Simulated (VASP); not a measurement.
# LaScF (P-6m2) in VASP: further runs

LaScF is run at these levels: PBE; tasks: single point, relaxation of cell and atoms.

Everything below comes from runs of VASP 6.6.1. Logs are shortened: lines on timing, memory, paths and dates and some standing lists are left out, and cuts for length are marked.

## Step 1: The cell of the first run

Symmetry: P-6m2, No. 187, hexagonal system. Conventional cell: a = 3.650 Å, b = 3.650 Å, c = 6.505 Å, α = 90.00°, β = 90.00°, γ = 120.00°. Within 4.8 Å of La (site symmetry -6m2) lie 6 La at 3.65 Å and 6 Sc at 3.88 Å and 6 F at 3.88 Å. Sc (site symmetry -6m2) has 3 F at 2.11 Å within 2.8 Å. F (site symmetry -6m2) has 3 Sc at 2.11 Å within 2.8 Å.

The cell was generated, and may not be a known phase.

## Step 2: Single point, PBE

Contents of INCAR:

```
SYSTEM = LaScF
  PREC = Accurate
  ENCUT = 520
  EDIFF = 1E-6
  ISMEAR = 0
  SIGMA = 0.1
  LREAL = .False.
  LASPH = .True.
  NELM = 60
  ALGO = Normal
  ISIF = 2
  LWAVE = .False.
  LCHARG = .False.
  GGA = PE
  NBANDS = 22
```

Contents of KPOINTS:

```
Automatic mesh
0
Gamma
  12 12 8
  0 0 0
```

Contents of POSCAR:

```
LaScF
1.0
    3.6496685911      0.0000000000      0.0000000000
   -1.8248342956      3.1607057153      0.0000000000
    0.0000000000      0.0000000000      6.5045221443
La Sc F
1 1 1
Direct
    0.0000000000      0.0000000000      0.0000000000
    0.3333333333      0.6666666667      0.5000000000
    0.6666666667      0.3333333333      0.5000000000
```

Potentials or basis: VASP PAW PBE potentials, release 64 (La, Sc_sv, F).

On the command line:

```
$ cat potpaw_PBE.64/La/POTCAR potpaw_PBE.64/Sc_sv/POTCAR potpaw_PBE.64/F/POTCAR > POTCAR
$ mpirun -np 1 vasp_std > vasp.out
```

OUTCAR:

```text
SYSTEM = LaScF
   PREC = Accurate
   ENCUT = 520
   EDIFF = 1E-6
   ISMEAR = 0
   LREAL = .False.
   LASPH = .True.
   NELM = 60
   ISIF = 2
   GGA = PE

 ion  position               nearest neighbor table
   1  0.000  0.000  0.000-
   2  0.333  0.667  0.500-   3 2.11   3 2.11   3 2.11
   3  0.667  0.333  0.500-   2 2.11   2 2.11   2 2.11

  LATTYP: Found a hexagonal cell.
 ALAT       =     3.6496685911
 C/A-ratio  =     1.7822226819

  Lattice vectors:

 A1 = (   3.6496685911,   0.0000000000,   0.0000000000)
 A2 = (  -1.8248342956,   3.1607057153,   0.0000000000)
 A3 = (   0.0000000000,   0.0000000000,   6.5045221443)

Analysis of symmetry for initial positions (statically):
=====================================================================
 Subroutine PRICEL returns:
 Original cell was already a primitive cell.

 Routine SETGRP: Setting up the symmetry group for a
 hexagonal supercell.

 Subroutine GETGRP returns: Found 12 space group operations
 (whereof 12 operations were pure point group operations)
 out of a pool of 24 trial point group operations.

The static configuration has the point symmetry D_3h.

Analysis of symmetry for dynamics (positions and initial velocities):
=====================================================================
 Subroutine PRICEL returns:
 Original cell was already a primitive cell.

 Routine SETGRP: Setting up the symmetry group for a
 hexagonal supercell.

 Subroutine GETGRP returns: Found 12 space group operations
 (whereof 12 operations were pure point group operations)
 out of a pool of 24 trial point group operations.

The dynamic configuration has the point symmetry D_3h.

 Subroutine INISYM returns: Found 12 space group operations
 (whereof 12 operations are pure point group operations),
 and found     1 'primitive' translations

----------------------------------------------------------------------------------------

                                     Primitive cell

  volume of cell :      75.0331

  direct lattice vectors                    reciprocal lattice vectors
     3.649668591  0.000000000  0.000000000     0.273997481  0.158192519  0.000000000
    -1.824834296  3.160705715  0.000000000     0.000000000  0.316385039  0.000000000
     0.000000000  0.000000000  6.504522144     0.000000000  0.000000000  0.153739195

  length of vectors
     3.649668591  3.649668591  6.504522144     0.316385039  0.316385039  0.153739195

  position of ions in fractional coordinates (direct lattice)
     0.000000000  0.000000000  0.000000000
     0.333333333  0.666666667  0.500000000
     0.666666667  0.333333333  0.500000000

  ion indices of the primitive-cell ions
   primitive index   ion index
                 1           1
                 2           2
                 3           3

----------------------------------------------------------------------------------------

 KPOINTS: Automatic mesh

Automatic generation of k-mesh.
 Grid dimensions read from file:
 generate k-points for:   12   12    8

 Generating k-lattice:

  Cartesian coordinates                     Fractional coordinates (reciprocal lattice)
     0.022833123  0.013182710  0.000000000     0.083333333  0.000000000  0.000000000
     0.000000000  0.026365420  0.000000000     0.000000000  0.083333333  0.000000000
     0.000000000  0.000000000  0.019217399     0.000000000  0.000000000  0.125000000

  Length of vectors
     0.026365420  0.026365420  0.019217399

  Shift w.r.t. Gamma in fractional coordinates (k-lattice)
     0.000000000  0.000000000  0.000000000

 Subroutine IBZKPT returns following result:
 ===========================================

 Found     95 irreducible k-points:

 Following reciprocal coordinates:
            Coordinates               Weight
  0.000000  0.000000  0.000000      1.000000
  0.083333  0.000000  0.000000      6.000000
  0.166667  0.000000  0.000000      6.000000
  0.250000  0.000000  0.000000      6.000000
  0.333333  0.000000  0.000000      6.000000
  0.416667  0.000000  0.000000      6.000000
[... 16 lines left out ...]
  0.250000  0.000000  0.125000     12.000000
  0.333333  0.000000  0.125000     12.000000
 [... further k-points ...]
   k-points           NKPTS =     95   k-points in BZ     NKDIM =     95   number of bands    NBANDS=     22
   number of dos      NEDOS =    301   number of ions     NIONS =      3
   total plane-waves  NPLWV =  37632
   dimension x,y,z NGX =    28 NGY =   28 NGZ =   48
   dimension x,y,z NGXF=    56 NGYF=   56 NGZF=   96
   ions per type =               1   1   1
   NGX,Y,Z   is equivalent  to a cutoff of  12.75, 12.75, 12.27 a.u.
   NGXF,Y,Z  is equivalent  to a cutoff of  25.51, 25.51, 24.54 a.u.
 SYSTEM =  LaScF
   PREC   = accura    normal or accurate (medium, high low for compatibility)
   ISTART =      0    job   : 0-new  1-cont  2-samecut
   ICHARG =      2    charge: 1-file 2-atom 10-const
   ISPIN  =      1    spin polarized calculation?
   LNONCOLLINEAR =      F non collinear calculations
   LSORBIT =      F    spin-orbit coupling
   LASPH  =      T    aspherical Exc in radial PAW
   ENCUT  =  520.0 eV  38.22 Ry    6.18 a.u.   6.79  6.79 12.09*2*pi/ulx,y,z
   NELM   =     60;   NELMIN=  2; NELMDL= -5     # of ELM steps
   EDIFF  = 0.1E-05   stopping-criterion for ELM
   LREAL  =      F    real-space projection
   EDIFFG = 0.1E-04   stopping-criterion for IOM
   NSW    =      0    number of steps for IOM
   IBRION =     -1    ionic relax: 0-MD 1-quasi-New 2-CG
   NFREE  =      0    steps in history (QN), initial steepest desc. (CG)
   ISIF   =      2    stress and relaxation
   ISYM   =      2    0-nonsym 1-usesym 2-fastsym
   POTIM  = 0.5000    time-step for ionic-motion
   TEBEG  =    0.0;   TEEND  =   0.0 temperature during run
   PSTRESS=    0.0 pullay stress
   NELECT =      29.0000    total number of electrons
   NUPDOWN=      -1.0000    fix difference up-down
   EMIN   =  10.00;   EMAX   =-10.00  energy-range for DOS
   EFERMI =   0.00;   METHOD = LEGACY
   ISMEAR =     0;   SIGMA  =   0.10  broadening in eV -4-tet -1-fermi 0-gaus
   EFERMI_NEDOS =   21; number of points for ismear=-14 and -15
   IALGO  =     38    algorithm
   IMIX   =      4    mixing-type and parameters
     AMIX     =   0.40;   BMIX     =  1.00
     AMIX_MAG =   1.60;   BMIX_MAG =  1.00
  volume/ion in A,a.u.               =      25.01       168.78
  Fermi-wavevector in a.u.,A,eV,Ry     =   1.192495  2.253489 19.348085  1.422044
  Thomas-Fermi vector in A             =   2.328532
   LORBIT       =      0    0 simple, 1 ext, 2 COOP (PROOUT), +10 PAW based schemes
   GGA     = PE    functional components
   LHFCALC =     F    Hartree Fock is set to
   AEXX    =    0.0000 exact exchange contribution
   IVDW    =     0    specifies the selected vdW correction
   LEPSILON=     F    determine dielectric tensor
   LRPA    =     F    only Hartree local field effects (RPA)
 non-spin polarized calculation
 Gauss-broadening in eV      SIGMA  =   0.10
  energy-cutoff  :      520.00
  volume of cell :       75.03
 maximum number of plane-waves:      2040
 NGX is ok and might be reduce to    28
   NGX = 13   NGY = 13   NGZ = 25

 number of electron      29.0000000 magnetization

 Free energy of the ion-electron system (eV)
  ---------------------------------------------------
  ext. energy  EPLUGINS =         0.00000000
  ---------------------------------------------------
  free energy    TOTEN  =       -16.95103860 eV

  energy without entropy =      -16.93170401  energy(sigma->0) =      -16.94137130

 E-fermi :   5.8163     XC(G=0):  -9.4378

 val. band max:        5.8156431911   @ k =   0.3333   0.3333   0.2500
 cond. band min:       5.8277814554   @ k =   0.2500   0.2500   0.1250
 fundamental gap:      0.0121382642
 Fermi energy:         5.8162841174

 k-point     1 :       0.0000    0.0000    0.0000
  band No.  band energies     occupation
      1     -44.9179      2.00000
      2     -27.1148      2.00000
      3     -23.5287      2.00000
      4     -23.5125      2.00000
      5     -23.5125      2.00000
      6     -20.7456      2.00000
[... 14 lines left out ...]
     21       7.6114      0.00000
     22       7.7284      0.00000

 k-point     2 :       0.0833    0.0000    0.0000
  band No.  band energies     occupation
      1     -44.9167      2.00000
      2     -27.1035      2.00000
      3     -23.5601      2.00000
      4     -23.5276      2.00000
      5     -23.5153      2.00000
      6     -20.6920      2.00000
[... 14 lines left out ...]
     21       7.6605      0.00000
     22       7.7246      0.00000

 k-point     3 :       0.1667    0.0000    0.0000
  band No.  band energies     occupation
      1     -44.9137      2.00000
      2     -27.0726      2.00000
      3     -23.6820      2.00000
      4     -23.5245      2.00000
      5     -23.5229      2.00000
      6     -20.5544      2.00000
[... 14 lines left out ...]
     21       7.5931      0.00000
     22       7.7641      0.00000

 k-point     4 :       0.2500    0.0000    0.0000
  band No.  band energies     occupation
      1     -44.9095      2.00000
      2     -27.0298      2.00000
      3     -23.8326      2.00000
      4     -23.5332      2.00000
      5     -23.5204      2.00000
      6     -20.3829      2.00000
[... 14 lines left out ...]
     21       7.5281      0.00000
     22       7.8025      0.00000

 k-point     5 :       0.3333    0.0000    0.0000
  band No.  band energies     occupation
      1     -44.9053      2.00000
      2     -26.9863      2.00000
      3     -23.9693      2.00000
      4     -23.5435      2.00000
      5     -23.5162      2.00000
      6     -20.2259      2.00000
[... 417 lines left out ...]
 k-point    22 :       0.1667    0.0000    0.1250
  band No.  band energies     occupation
      1     -44.9137      2.00000
      2     -27.0726      2.00000
      3     -23.6820      2.00000
      4     -23.5244      2.00000
      5     -23.5229      2.00000
      6     -20.5545      2.00000
[... 14 lines left out ...]
     21       7.5704      0.00000
     22       7.7592      0.00000

 k-point    23 :       0.2500    0.0000    0.1250
  band No.  band energies     occupation
      1     -44.9095      2.00000
      2     -27.0298      2.00000
      3     -23.8326      2.00000
      4     -23.5332      2.00000
      5     -23.5203      2.00000
      6     -20.3829      2.00000
[... 14 lines left out ...]
     21       7.5253      0.00000
     22       7.7909      0.00000

 k-point    24 :       0.3333    0.0000    0.1250
  band No.  band energies     occupation
      1     -44.9053      2.00000
      2     -26.9864      2.00000
      3     -23.9693      2.00000
      4     -23.5436      2.00000
      5     -23.5162      2.00000
      6     -20.2260      2.00000
[... 14 lines left out ...]
     21       7.5124      0.00000
     22       7.8045      0.00000

 [... further k-points ...]

------------------------ aborting loop because EDIFF is reached ----------------------------------------

  FORCE on cell =-STRESS in cart. coord.  units (eV):
  Direction    XX          YY          ZZ          XY          YZ          ZX
  --------------------------------------------------------------------------------------
  -------------------------------------------------------------------------------------
  Total        0.1285753      0.1285753     -0.0316714     -0.0000000     -0.0000000     -0.0000000
  in kB        2.7454599      2.7454599     -0.6762780     -0.0000000     -0.0000000     -0.0000000
  external PRESSURE =       1.6048806 kB  Pullay stress =       0.0000000 kB

 VOLUME and BASIS-vectors are now :
 -----------------------------------------------------------------------------
  energy-cutoff  :      520.00
  volume of cell :       75.03
      direct lattice vectors                 reciprocal lattice vectors
     3.649668591  0.000000000  0.000000000     0.273997481  0.158192519  0.000000000
    -1.824834296  3.160705715  0.000000000     0.000000000  0.316385039  0.000000000
     0.000000000  0.000000000  6.504522144     0.000000000  0.000000000  0.153739195

 POSITION                                       TOTAL-FORCE (eV/Angst)
 -----------------------------------------------------------------------------------
      0.00000      0.00000      0.00000        -0.000000      0.000000      0.000000
     -0.00000      2.10714      3.25226        -0.000000     -0.000000      0.000000
      1.82483      1.05357      3.25226         0.000000     -0.000000      0.000000
 -----------------------------------------------------------------------------------
    total drift:                               -0.000001      0.000001      0.000000

  FREE ENERGIE OF THE ION-ELECTRON SYSTEM (eV)
  ---------------------------------------------------
  free  energy   TOTEN  =       -16.9510385952 eV

  energy  without entropy=      -16.9317040105  energy(sigma->0) =      -16.94137130
```

It took 5.3 min on 1 thread of Intel Xeon 8259CL, shared host; peak memory 0.31 GiB.

Results:

```
Free energy            : -16.9510 eV
Pressure               : 0.2 GPa
Band gap on the k mesh : zero (an odd number of electrons rules out a gap without spin polarisation)
```

Levels at points of the mesh, in eV from the Fermi level:
| k point | band 11 | band 12 | band 13 | band 14 | band 15 | band 16 | band 17 | band 18 |
| --- | --- | --- | --- | --- | --- | --- | --- | --- |
| (0.00, 0.00, 0.00) | -8.63 | -7.69 | -3.15 | -0.97 | 1.01 | 1.19 | 1.29 | 1.29 |
| (0.50, 0.00, 0.00) | -8.11 | -7.81 | -1.45 | -0.52 | -0.39 | 0.59 | 0.66 | 0.83 |
| (0.00, 0.00, 0.50) | -8.63 | -7.77 | -2.10 | -1.41 | 0.32 | 0.71 | 1.16 | 1.16 |
| (0.50, 0.00, 0.50) | -8.11 | -7.80 | -1.35 | -1.27 | 0.06 | 0.13 | 1.02 | 1.33 |

Caveat: spin-orbit coupling is left out, which moves the levels of the heavy elements; an odd number of electrons without spin polarisation forces a metal; a magnetic or distorted state may lie lower.

[end of part 1 of 2]
